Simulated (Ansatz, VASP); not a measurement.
**W in VASP and in Ansatz**

```xyz
1
Lattice="-1.5990 1.5990 1.5990 1.5990 -1.5990 1.5990 1.5990 1.5990 -1.5990" Properties=species:S:1:pos:R:3 pbc="T T T"
W     0.0000    0.0000    0.0000
```

Alike in both runs: functional RPBE; k mesh 8 × 8 × 8; occupations gaussian, width 0.1 eV; no spin polarisation.

Ansatz relaxed the structure, and its values are those at the end. VASP's run is a single point on that final structure, the one shown.

|  | VASP | Ansatz |
| --- | --- | --- |
| version | VASP 6.6.1 | Ansatz 0.2.0 |
| potentials or method | VASP PAW PBE potentials, release 64 (W_sv), cutoff 500 eV | scalar-relativistic, plane waves, PAW |
| valence electrons in the cell | 14 | 14 |

Ansatz gave:

- gap on the k mesh at the Fermi level (eV): none
- pressure (GPa): -0.1

Problem. Which values does VASP return?

Solution. gap on the k mesh at the Fermi level (eV): none; pressure (GPa): 0.3.

VASP's potentials were made for PBE, not for RPBE. A gap of «none» marks a metal or a gap that the smearing closes.

Neither program's run includes spin-orbit coupling.
